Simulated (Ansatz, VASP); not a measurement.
# Mg16O: VASP beside Ansatz

The input INCAR:

```
SYSTEM = Mg16O
ALGO     = Normal         ! electronic algorithm
DIPOL    = 0.5 0.5 0.334
EDIFF    = 1E-6           ! SCF threshold, eV
ENCUT    = 520            ! plane-wave cutoff, eV
GGA      = PE             ! functional
IDIPOL   = 3            
ISIF     = 2              ! what is computed and relaxed
ISMEAR   = 0              ! smearing method
LASPH    = .TRUE.         ! aspherical terms in the spheres
LCHARG   = .TRUE.         ! write CHGCAR
LDIPOL   = .TRUE.       
LELF     = .TRUE.         ! ELF
LREAL    = Auto         
LVACPOTAV= .TRUE.       
LVHAR    = .TRUE.       
LWAVE    = .FALSE.        ! write WAVECAR
NBANDS   = 33             ! bands
NELM     = 100            ! most SCF steps
PREC     = Accurate       ! precision mode
SIGMA    = 0.1            ! smearing width, eV
```

File KPOINTS:

```
k-points
0
G
  6 6 1
  0 0 0
```

The input POSCAR:

```
Mg16O
1.0
    6.4201385705      0.0000000000      0.0000000000
   -3.2100692852      5.5600030979      0.0000000000
    0.0000000000      0.0000000000     24.7147783802
Mg O
16 1
Direct
    0.3333333333      0.1666666667      0.1618464847
    0.3333333333      0.6666666667      0.1618464847
    0.8333333333      0.1666666667      0.1618464847
    0.8333333333      0.6666666667      0.1618464847
    0.1666666667      0.3333333333      0.2657906286
    0.1666666667      0.8333333333      0.2657906286
    0.6666666667      0.3333333333      0.2657906286
    0.6666666667      0.8333333333      0.2657906286
    0.3333333333      0.1666666667      0.3682830748
    0.3333333333      0.6666666667      0.3682830748
    0.8333333333      0.1666666667      0.3682830748
    0.8333333333      0.6666666667      0.3682830748
    0.1666666667      0.3333333333      0.4739989249
    0.1666666667      0.8333333333      0.4739989249
    0.6666666667      0.3333333333      0.4739989249
    0.6666666667      0.8333333333      0.4739989249
    0.5000000000      0.0000000000      0.6006437991
```

Input for Ansatz:

```yaml
crystal:
  lattice:
    - [6.4201385705, 0.0, 0.0]
    - [-3.2100692852, 5.5600030979, 0.0]
    - [0.0, 0.0, 24.7147783802]
  atoms:
    - { symbol: Mg, position: [0.3333333333, 0.1666666667, 0.1618464847] }
    - { symbol: Mg, position: [0.3333333333, 0.6666666667, 0.1618464847] }
    - { symbol: Mg, position: [0.8333333333, 0.1666666667, 0.1618464847] }
    - { symbol: Mg, position: [0.8333333333, 0.6666666667, 0.1618464847] }
    - { symbol: Mg, position: [0.1666666667, 0.3333333333, 0.2657906286] }
    - { symbol: Mg, position: [0.1666666667, 0.8333333333, 0.2657906286] }
    - { symbol: Mg, position: [0.6666666667, 0.3333333333, 0.2657906286] }
    - { symbol: Mg, position: [0.6666666667, 0.8333333333, 0.2657906286] }
    - { symbol: Mg, position: [0.3333333333, 0.1666666667, 0.3682830748] }
    - { symbol: Mg, position: [0.3333333333, 0.6666666667, 0.3682830748] }
    - { symbol: Mg, position: [0.8333333333, 0.1666666667, 0.3682830748] }
    - { symbol: Mg, position: [0.8333333333, 0.6666666667, 0.3682830748] }
    - { symbol: Mg, position: [0.1666666667, 0.3333333333, 0.4739989249] }
    - { symbol: Mg, position: [0.1666666667, 0.8333333333, 0.4739989249] }
    - { symbol: Mg, position: [0.6666666667, 0.3333333333, 0.4739989249] }
    - { symbol: Mg, position: [0.6666666667, 0.8333333333, 0.4739989249] }
    - { symbol: O, position: [0.5, 0.0, 0.6006437991] }
basis:
  ecutwfc: 420
kpoints:
  mp_grid: { grid: [6, 6, 1] }
hamiltonian:
  xc: pbe
scf:
  occupations: { method: gaussian, width: 0.1 }
output:
  forces: true
  eigenvalues: true
efield:
  axis: 3
  dipole_correction: true
  ramp_width: 0.04
```

Alike in both runs: task single point; functional PBE; k mesh 6 × 6 × 1; occupations gaussian, width 0.1 eV; no spin polarisation.

|  | VASP | Ansatz |
| --- | --- | --- |
| version | VASP 6.6.1 | Ansatz 0.2.0 |
| potentials or method | VASP PAW PBE potentials, release 64 (Mg, O), cutoff 520 eV | scalar-relativistic, plane waves, PAW |
| valence electrons in the cell | 38 | 166 |

|  | VASP | Ansatz | Ansatz less VASP |
| --- | --- | --- | --- |
| gap on the k mesh at the Fermi level (eV) | none | none | - |
| rms of the force components (eV/Å) | 0.261 | 0.261 | +0.0008 |
| work function, face that differs most (eV) | 3.75 | 3.74 | -0.005 |

Atom by atom the forces differ by 0.003 eV/Å (rms over components). A gap of «none» marks a metal or a gap that the smearing closes. The functional is the same, so the differences come from potentials, cutoffs and numerics. VASP's potentials hold 38 valence electrons a cell and Ansatz's 166, so a difference there can come from the potentials and not from the codes.
